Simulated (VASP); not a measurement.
# Cu (Fm-3m) in VASP: notebook

Cu is run at these levels: LDA; tasks: relaxation of cell and atoms, single point.

Program: VASP 6.6.1. These are calculated values, not measurements. Logs are shortened: lines on timing, memory, paths and dates and some standing lists are left out, and cuts for length are marked.

## Step 1: The cell of the first run

It takes space group Fm-3m (No. 225, cubic). The conventional cell has a = 3.650 Å, b = 3.650 Å, c = 3.650 Å, α = 90.00°, β = 90.00°, γ = 90.00°. Within 3.4 Å of Cu (site symmetry m-3m) lie 12 Cu at 2.58 Å.

## Step 2: Relaxation of cell and atoms, LDA

File INCAR:

```
ALGO = Normal
EDIFF = 1E-7
EDIFFG = -0.05
ENCUT = 700
GGA = CA
GGA_COMPAT = False
IBRION = 2
ISIF = 3
ISMEAR = 0
LASPH = True
LCHARG = False
LREAL = False
LWAVE = False
NELM = 120
NELMIN = 4
NSW = 100
PREC = Accurate
SIGMA = 0.1
```

File KPOINTS:

```
k-points
0
Gamma
  10 10 10
```

File POSCAR:

```
Cu
1.0
    0.0000000000      1.8250000000      1.8250000000
    1.8250000000      0.0000000000      1.8250000000
    1.8250000000      1.8250000000      0.0000000000
Cu
1
Direct
    0.0000000000      0.0000000000      0.0000000000
```

Potentials or basis: VASP PAW LDA potentials, release 64 (Cu_sv_GW).

The run is started by

```
> cat potpaw_LDA.64/Cu_sv_GW/POTCAR > POTCAR
> mpirun -np 1 vasp_std > vasp.out
```

OUTCAR:

```text
EDIFF = 1E-7
   EDIFFG = -0.05
   ENCUT = 700
   GGA = CA
   IBRION = 2
   ISIF = 3
   ISMEAR = 0
   LASPH = True
   LREAL = False
   NELM = 120
   NELMIN = 4
   NSW = 100
   PREC = Accurate

 ion  position               nearest neighbor table
   1  0.000  0.000  0.000-

  LATTYP: Found a face centered cubic cell.
 ALAT       =     3.6500000000

  Lattice vectors:

 A1 = (   0.0000000000,   1.8250000000,   1.8250000000)
 A2 = (   1.8250000000,   0.0000000000,   1.8250000000)
 A3 = (   1.8250000000,   1.8250000000,   0.0000000000)

Analysis of symmetry for initial positions (statically):
=====================================================================
 Subroutine PRICEL returns:
 Original cell was already a primitive cell.

 Routine SETGRP: Setting up the symmetry group for a
 face centered cubic supercell.

 Subroutine GETGRP returns: Found 48 space group operations
 (whereof 48 operations were pure point group operations)
 out of a pool of 48 trial point group operations.

The static configuration has the point symmetry O_h .

Analysis of symmetry for dynamics (positions and initial velocities):
=====================================================================
 Subroutine PRICEL returns:
 Original cell was already a primitive cell.

 Routine SETGRP: Setting up the symmetry group for a
 face centered cubic supercell.

 Subroutine GETGRP returns: Found 48 space group operations
 (whereof 48 operations were pure point group operations)
 out of a pool of 48 trial point group operations.

The dynamic configuration has the point symmetry O_h .

 Subroutine INISYM returns: Found 48 space group operations
 (whereof 48 operations are pure point group operations),
 and found     1 'primitive' translations

----------------------------------------------------------------------------------------

                                     Primitive cell

  volume of cell :      12.1568

  direct lattice vectors                    reciprocal lattice vectors
     0.000000000  1.825000000  1.825000000    -0.273972603  0.273972603  0.273972603
     1.825000000  0.000000000  1.825000000     0.273972603 -0.273972603  0.273972603
     1.825000000  1.825000000  0.000000000     0.273972603  0.273972603 -0.273972603

  length of vectors
     2.580939751  2.580939751  2.580939751     0.474534468  0.474534468  0.474534468

  position of ions in fractional coordinates (direct lattice)
     0.000000000  0.000000000  0.000000000

  ion indices of the primitive-cell ions
   primitive index   ion index
                 1           1

----------------------------------------------------------------------------------------

 KPOINTS: k-points

Automatic generation of k-mesh.
 Grid dimensions read from file:
 generate k-points for:   10   10   10

 Generating k-lattice:

  Cartesian coordinates                     Fractional coordinates (reciprocal lattice)
    -0.027397260  0.027397260  0.027397260     0.100000000  0.000000000  0.000000000
     0.027397260 -0.027397260  0.027397260     0.000000000  0.100000000  0.000000000
     0.027397260  0.027397260 -0.027397260     0.000000000  0.000000000  0.100000000

  Length of vectors
     0.047453447  0.047453447  0.047453447

  Shift w.r.t. Gamma in fractional coordinates (k-lattice)
     0.000000000  0.000000000  0.000000000

 Subroutine IBZKPT returns following result:
 ===========================================

 Found     47 irreducible k-points:

 Following reciprocal coordinates:
            Coordinates               Weight
  0.000000  0.000000  0.000000      1.000000
  0.100000  0.000000  0.000000      8.000000
  0.200000  0.000000  0.000000      8.000000
  0.300000  0.000000  0.000000      8.000000
  0.400000  0.000000  0.000000      8.000000
  0.500000  0.000000  0.000000      4.000000
[... 16 lines left out ...]
  0.300000  0.300000  0.000000      6.000000
  0.400000  0.300000  0.000000     24.000000
 [... further k-points ...]
   k-points           NKPTS =     47   k-points in BZ     NKDIM =     47   number of bands    NBANDS=     13
   number of dos      NEDOS =    301   number of ions     NIONS =      1
   total plane-waves  NPLWV =  13824
   dimension x,y,z NGX =    24 NGY =   24 NGZ =   24
   dimension x,y,z NGXF=    48 NGYF=   48 NGZF=   48
   ions per type =               1
   NGX,Y,Z   is equivalent  to a cutoff of  15.46, 15.46, 15.46 a.u.
   NGXF,Y,Z  is equivalent  to a cutoff of  30.92, 30.92, 30.92 a.u.
 SYSTEM =  unknown system
   PREC   = accura    normal or accurate (medium, high low for compatibility)
   ISTART =      0    job   : 0-new  1-cont  2-samecut
   ICHARG =      2    charge: 1-file 2-atom 10-const
   ISPIN  =      1    spin polarized calculation?
   LNONCOLLINEAR =      F non collinear calculations
   LSORBIT =      F    spin-orbit coupling
   LASPH  =      T    aspherical Exc in radial PAW
   ENCUT  =  700.0 eV  51.45 Ry    7.17 a.u.   5.57  5.57  5.57*2*pi/ulx,y,z
   NELM   =    120;   NELMIN=  4; NELMDL= -5     # of ELM steps
   EDIFF  = 0.1E-06   stopping-criterion for ELM
   LREAL  =      F    real-space projection
   EDIFFG = -.5E-01   stopping-criterion for IOM
   NSW    =    100    number of steps for IOM
   IBRION =      2    ionic relax: 0-MD 1-quasi-New 2-CG
   NFREE  =      1    steps in history (QN), initial steepest desc. (CG)
   ISIF   =      3    stress and relaxation
   ISYM   =      2    0-nonsym 1-usesym 2-fastsym
   POTIM  = 0.5000    time-step for ionic-motion
   TEBEG  =    0.0;   TEEND  =   0.0 temperature during run
   PSTRESS=    0.0 pullay stress
   NELECT =      19.0000    total number of electrons
   NUPDOWN=      -1.0000    fix difference up-down
   EMIN   =  10.00;   EMAX   =-10.00  energy-range for DOS
   EFERMI =   0.00;   METHOD = LEGACY
   ISMEAR =     0;   SIGMA  =   0.10  broadening in eV -4-tet -1-fermi 0-gaus
   EFERMI_NEDOS =   21; number of points for ismear=-14 and -15
   IALGO  =     38    algorithm
   IMIX   =      4    mixing-type and parameters
     AMIX     =   0.40;   BMIX     =  1.00
     AMIX_MAG =   1.60;   BMIX_MAG =  1.00
  volume/ion in A,a.u.               =      12.16        82.04
  Fermi-wavevector in a.u.,A,eV,Ry     =   1.899852  3.590200 49.109394  3.609439
  Thomas-Fermi vector in A             =   2.939096
   LORBIT       =      0    0 simple, 1 ext, 2 COOP (PROOUT), +10 PAW based schemes
   GGA     = CA    functional components
   LHFCALC =     F    Hartree Fock is set to
   AEXX    =    0.0000 exact exchange contribution
   IVDW    =     0    specifies the selected vdW correction
   LEPSILON=     F    determine dielectric tensor
   LRPA    =     F    only Hartree local field effects (RPA)
 conjugate gradient relaxation of ions
 non-spin polarized calculation
 Gauss-broadening in eV      SIGMA  =   0.10
  energy-cutoff  :      700.00
  volume of cell :       12.16
 maximum number of plane-waves:       532
 NGX is ok and might be reduce to    24
   NGX = 11   NGY = 11   NGZ = 11

--------------------------------------- Ionic step        1  -------------------------------------------

 number of electron      19.0000009 magnetization

 Free energy of the ion-electron system (eV)
  ---------------------------------------------------
  ext. energy  EPLUGINS =         0.00000000
  ---------------------------------------------------
  free energy    TOTEN  =        -4.77796318 eV

  energy without entropy =       -4.77539576  energy(sigma->0) =       -4.77667947

------------------------ aborting loop because EDIFF is reached ----------------------------------------

  FORCE on cell =-STRESS in cart. coord.  units (eV):
  Direction    XX          YY          ZZ          XY          YZ          ZX
  --------------------------------------------------------------------------------------
  -------------------------------------------------------------------------------------
  Total       -1.5044213     -1.5044213     -1.5044213      0.0000000      0.0000000     -0.0000000
  in kB     -198.2720324   -198.2720324   -198.2720324      0.0000000      0.0000000     -0.0000000
  external PRESSURE =    -198.2720324 kB  Pullay stress =       0.0000000 kB

 VOLUME and BASIS-vectors are now :
 -----------------------------------------------------------------------------
  energy-cutoff  :      700.00
  volume of cell :       12.16
      direct lattice vectors                 reciprocal lattice vectors
     0.000000000  1.825000000  1.825000000    -0.273972603  0.273972603  0.273972603
     1.825000000  0.000000000  1.825000000     0.273972603 -0.273972603  0.273972603
     1.825000000  1.825000000  0.000000000     0.273972603  0.273972603 -0.273972603
[... 36 lines left out ...]
 POSITION                                       TOTAL-FORCE (eV/Angst)
 -----------------------------------------------------------------------------------
      1.69255      1.69255      3.38509        -0.000000     -0.000000     -0.000000
 -----------------------------------------------------------------------------------
    total drift:                               -0.000000     -0.000000     -0.000000

  FREE ENERGIE OF THE ION-ELECTRON SYSTEM (eV)
  ---------------------------------------------------
  free  energy   TOTEN  =        -4.7957638035 eV

  energy  without entropy=       -4.7926152699  energy(sigma->0) =       -4.79418954

--------------------------------------- Ionic step        3  -------------------------------------------

 number of electron      19.0000004 magnetization

 Free energy of the ion-electron system (eV)
  ---------------------------------------------------
  ext. energy  EPLUGINS =         0.00000000
  ---------------------------------------------------
  free energy    TOTEN  =        -4.87820005 eV

  energy without entropy =       -4.87463564  energy(sigma->0) =       -4.87641785

 E-fermi :   8.2884     XC(G=0): -14.4456

 val. band max:        8.2282810445   @ k =  -0.2000   0.3000   0.1000
 cond. band min:       8.5556826041   @ k =   0.5000   0.3000   0.1000
 fundamental gap:      0.3274015596
 Fermi energy:         8.2884129158

 k-point     1 :       0.0000    0.0000    0.0000
  band No.  band energies     occupation
      1    -103.3393      2.00000
      2     -61.2148      2.00000
      3     -61.2148      2.00000
      4     -61.2148      2.00000
      5      -1.7393      2.00000
      6       5.0409      2.00000
      7       5.0409      2.00000
      8       5.0409      2.00000
      9       6.0229      2.00000
     10       6.0229      2.00000
     11      31.8517      0.00000
     12      35.0462      0.00000
     13      35.0462      0.00000

 k-point     2 :       0.1000    0.0000    0.0000
  band No.  band energies     occupation
      1    -103.3370      2.00000
      2     -61.2301      2.00000
      3     -61.2170      2.00000
      4     -61.2170      2.00000
      5      -1.3514      2.00000
      6       4.9533      2.00000
      7       5.1162      2.00000
      8       5.1162      2.00000
      9       5.9953      2.00000
     10       5.9953      2.00000
     11      29.5178      0.00000
[... 339 lines left out ...]
 k-point    24 :       0.4000    0.3000    0.0000
  band No.  band energies     occupation
      1    -103.3134      2.00000
      2     -61.3359      2.00000
      3     -61.2653      2.00000
      4     -61.2601      2.00000
      5       2.8191      2.00000
      6       3.7897      2.00000
      7       5.6432      2.00000
      8       6.1755      2.00000
      9       6.6515      2.00000
     10       7.2766      2.00000
     11      21.2250      0.00000
     12      22.1995      0.00000
     13      24.1454      0.00000

 [... further k-points ...]
[... 5 lines left out ...]
  --------------------------------------------------------------------------------------
  -------------------------------------------------------------------------------------
  Total       -0.0258342     -0.0258342     -0.0258342      0.0000000      0.0000000      0.0000000
  in kB       -3.8496347     -3.8496347     -3.8496347      0.0000000      0.0000000      0.0000000
  external PRESSURE =      -3.8496347 kB  Pullay stress =       0.0000000 kB

 VOLUME and BASIS-vectors are now :
 -----------------------------------------------------------------------------
  energy-cutoff  :      700.00
  volume of cell :       10.75
      direct lattice vectors                 reciprocal lattice vectors
     0.000000000  1.751804034  1.751804034    -0.285420053  0.285420053  0.285420053
     1.751804034  0.000000000  1.751804034     0.285420053 -0.285420053  0.285420053
     1.751804034  1.751804034  0.000000000     0.285420053  0.285420053 -0.285420053

 POSITION                                       TOTAL-FORCE (eV/Angst)
 -----------------------------------------------------------------------------------
      0.00000      0.00000      0.00000         0.000000      0.000000     -0.000000
 -----------------------------------------------------------------------------------
    total drift:                               -0.000000     -0.000000     -0.000000

  FREE ENERGIE OF THE ION-ELECTRON SYSTEM (eV)
  ---------------------------------------------------
  free  energy   TOTEN  =        -4.8782000545 eV

  energy  without entropy=       -4.8746356381  energy(sigma->0) =       -4.87641785

 reached required accuracy - stopping structural energy minimisation
```

Run time: 44 s. Hardware: 1 thread of AMD EPYC 7R43 (Zen 3), shared host; peak memory 0.11 GiB.

Results:

- Free energy: -4.8782 eV
- Relaxed volume: 10.75 Å³/atom
- Relaxed cell: a = 2.477 Å, b = 2.477 Å, c = 2.477 Å, α = 60.00°, β = 60.00°, γ = 60.00°
- Space group after relaxing (to 0.05 Å): Fm-3m (No. 225)
- Energy gained by relaxing: 100.2 meV/atom
- Ionic steps: 3
- Pressure after relaxing: -0.4 GPa

The path:
```
step  energy change (eV)  largest force (eV/Å)  pressure (GPa)  volume (Å³)
   1              0.0000                0.0000          -19.83        12.16
   2             -0.0178                0.0000           28.09         9.70
   3             -0.1002                0.0000           -0.38        10.75
```

Final structure:
```cif
data_structure
_symmetry_space_group_name_H-M 'P 1'
_symmetry_Int_Tables_number 1
_cell_length_a 2.4774
_cell_length_b 2.4774
_cell_length_c 2.4774
_cell_angle_alpha 60.000
_cell_angle_beta 60.000
_cell_angle_gamma 60.000
_cell_volume 10.75
loop_
_atom_site_label
_atom_site_type_symbol
_atom_site_fract_x
_atom_site_fract_y
_atom_site_fract_z
_atom_site_occupancy
Cu1 Cu 0.00000 0.00000 0.00000 1
```

Caveat: the volume moved by -12 % from the deposited cell, more than functionals usually miss.

## Step 3: Single point, LDA (volume scaled by 0.94)

File INCAR:

```
PREC = Accurate ; ENCUT = 700
EDIFF = 1E-6 ; ISMEAR = 0
SIGMA = 0.1 ; LREAL = False
LASPH = True ; NELM = 120
ALGO = Normal ; ISIF = 2
LWAVE = False ; LCHARG = False
GGA = CA ; NBANDS = 16
GGA_COMPAT = False
```

File KPOINTS:

```
Automatic mesh
0
Gamma
  20 20 20
```

File POSCAR:

```
Cu
1.0
    0.0000000000      1.7230692117      1.7230692117
    1.7230692117      0.0000000000      1.7230692117
    1.7230692117      1.7230692117      0.0000000000
Cu
1
Direct
    0.0000000000      0.0000000000      0.0000000000
```

Potentials or basis: VASP PAW LDA potentials, release 64 (Cu_sv_GW).

The run is started by

```
> cat potpaw_LDA.64/Cu_sv_GW/POTCAR > POTCAR
> mpirun -np 1 vasp_std > vasp.out
```

OUTCAR:

```text
PREC = Accurate
   ENCUT = 700
   EDIFF = 1E-6
   ISMEAR = 0
   LREAL = False
   LASPH = True
   NELM = 120
   ISIF = 2
   GGA = CA

 ion  position               nearest neighbor table
   1  0.000  0.000  0.000-

  LATTYP: Found a face centered cubic cell.
 ALAT       =     3.4461384234

  Lattice vectors:

 A1 = (   0.0000000000,   1.7230692117,   1.7230692117)
 A2 = (   1.7230692117,   0.0000000000,   1.7230692117)
 A3 = (   1.7230692117,   1.7230692117,   0.0000000000)

Analysis of symmetry for initial positions (statically):
=====================================================================
 Subroutine PRICEL returns:
 Original cell was already a primitive cell.

 Routine SETGRP: Setting up the symmetry group for a
 face centered cubic supercell.

 Subroutine GETGRP returns: Found 48 space group operations
 (whereof 48 operations were pure point group operations)
 out of a pool of 48 trial point group operations.

The static configuration has the point symmetry O_h .

Analysis of symmetry for dynamics (positions and initial velocities):
=====================================================================
 Subroutine PRICEL returns:
[... 150 lines left out ...]
  ext. energy  EPLUGINS =         0.00000000
  ---------------------------------------------------
  free energy    TOTEN  =        -4.82747187 eV

  energy without entropy =       -4.82624257  energy(sigma->0) =       -4.82685722

 E-fermi :   9.1032     XC(G=0): -14.7838

 val. band max:        9.0773606985   @ k =   0.5000   0.3000   0.1500
 cond. band min:       9.1117129492   @ k =   0.4500   0.3500   0.0000
 fundamental gap:      0.0343522507
 Fermi energy:         9.1032251876

 k-point     1 :       0.0000    0.0000    0.0000
  band No.  band energies     occupation
      1    -102.7603      2.00000
      2     -60.6237      2.00000
      3     -60.6237      2.00000
      4     -60.6237      2.00000
      5      -1.4569      2.00000
      6       5.5697      2.00000
[... 433 lines left out ...]
      3     -60.6541      2.00000
      4     -60.6471      2.00000
      5       2.6373      2.00000
      6       5.6023      2.00000
[... 8 lines left out ...]
     15      36.6336      0.00000
     16      38.5894      0.00000

 [... further k-points ...]
[... 5 lines left out ...]
  --------------------------------------------------------------------------------------
  -------------------------------------------------------------------------------------
  Total        0.5796454      0.5796454      0.5796454      0.0000000      0.0000000      0.0000000
  in kB       90.7684222     90.7684222     90.7684222      0.0000000      0.0000000      0.0000000
  external PRESSURE =      90.7684222 kB  Pullay stress =       0.0000000 kB

 VOLUME and BASIS-vectors are now :
 -----------------------------------------------------------------------------
  energy-cutoff  :      700.00
  volume of cell :       10.23
      direct lattice vectors                 reciprocal lattice vectors
     0.000000000  1.723069212  1.723069212    -0.290179870  0.290179870  0.290179870
     1.723069212  0.000000000  1.723069212     0.290179870 -0.290179870  0.290179870
     1.723069212  1.723069212  0.000000000     0.290179870  0.290179870 -0.290179870

 POSITION                                       TOTAL-FORCE (eV/Angst)
 -----------------------------------------------------------------------------------
      0.00000      0.00000      0.00000         0.000000      0.000000     -0.000000
 -----------------------------------------------------------------------------------
    total drift:                               -0.000000      0.000000      0.000000

  FREE ENERGIE OF THE ION-ELECTRON SYSTEM (eV)
  ---------------------------------------------------
  free  energy   TOTEN  =        -4.8274718709 eV

  energy  without entropy=       -4.8262425690  energy(sigma->0) =       -4.82685722
```

OSZICAR:

```text
N       E                     dE             d eps       ncg     rms          rms(c)
DAV:   1     0.213992538527E+03    0.21399E+03   -0.13806E+04 11280   0.455E+03
DAV:   2     0.133470329161E+01   -0.21266E+03   -0.20267E+03 12624   0.974E+02
DAV:   3    -0.570338184570E+01   -0.70381E+01   -0.70312E+01 10880   0.166E+02
DAV:   4    -0.578574777480E+01   -0.82366E-01   -0.82357E-01 11520   0.125E+01
DAV:   5    -0.579032879744E+01   -0.45810E-02   -0.45810E-02 11496   0.324E+00    0.882E+00
DAV:   6    -0.534776148621E+01    0.44257E+00   -0.54090E+00 10496   0.196E+02    0.517E+00
DAV:   7    -0.484961821206E+01    0.49814E+00   -0.16855E+00  8920   0.105E+02    0.190E+00
DAV:   8    -0.482760421367E+01    0.22014E-01   -0.29191E-02 13464   0.465E+00    0.276E-01
DAV:   9    -0.482752371085E+01    0.80503E-04   -0.12292E-03 13192   0.249E+00    0.863E-02
DAV:  10    -0.482747216639E+01    0.51544E-04   -0.89172E-05 13208   0.722E-01    0.564E-03
DAV:  11    -0.482747187095E+01    0.29544E-06   -0.45840E-07  6568   0.312E-02
   1 F= -.48274719E+01 E0= -.48268572E+01  d E =-.122930E-02
```

Run time: 43 s. Hardware: 1 thread of Intel Xeon Platinum 8375C at 2.90GHz (Ice Lake), shared host; peak memory 0.2 GiB.

What came out:

- Free energy: -4.8275 eV
- Pressure: 9.1 GPa

Levels at points of the mesh, in eV from the Fermi level:
```tsv
k point	band 8	band 9	band 10	band 11	band 12	band 13
(0.00, 0.00, 0.00)	-3.53	-2.47	-2.47	23.83	27.44	27.44
(0.50, 0.00, 0.00)	-1.76	-1.76	-1.47	4.51	22.27	24.22
(0.50, 0.50, 0.00)	-1.58	-1.58	1.33	8.18	14.12	14.12
```

Caveat: the cell differs from its parent crystal (volume scaled by 0.94).

(Continued in part 2 of 2.)
